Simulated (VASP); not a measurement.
Input of a VASP 6.6.1 run:

INCAR

```
ALGO = Fast
EDIFF = 1E-6
EDIFFG = -0.04
ENCUT = 600
GGA = PE
IBRION = 2
ISIF = 3
ISMEAR = 0
ISPIN = 2
LASPH = T
LCHARG = F
LMAXMIX = 4
LORBIT = 11
LREAL = F
LWAVE = F
MAGMOM = 3.85 0 0
NELM = 150
NSW = 90
PREC = Accurate
SIGMA = 0.1
```

The input KPOINTS:

```
k-points
0
Gamma
  6 6 6
```

The input POSCAR:

```
MnCd2
1.0
    0.0000000000      3.0979212973      3.0979212973
    3.0979212973      0.0000000000      3.0979212973
    3.0979212973      3.0979212973      0.0000000000
Mn Cd
1 2
Direct
    0.0000000000      0.0000000000      0.0000000000
    0.2500000000      0.2500000000      0.2500000000
    0.7500000000      0.7500000000      0.7500000000
```

Potentials or basis: VASP PAW PBE potentials, release 64 (Mn_pv, Cd).

Command:

```bash
$ cat potpaw_PBE.64/Mn_pv/POTCAR potpaw_PBE.64/Cd/POTCAR > POTCAR
$ mpirun -np 1 vasp_std > vasp.out
```

Q: Predict the relaxed volume.

A: 22.79 Å³/atom.

Q: What does it give for the space group after relaxing (to 0.1 Å)?

A: Fm-3m (No. 225).

Final structure:
```xyz
3
Lattice="0.0000 3.2455 3.2455 3.2455 0.0000 3.2455 3.2455 3.2455 0.0000" Properties=species:S:1:pos:R:3 pbc="T T T"
Mn    0.0000    0.0000    0.0000
Cd    1.6228    1.6228    1.6228
Cd    4.8683    4.8683    4.8683
```
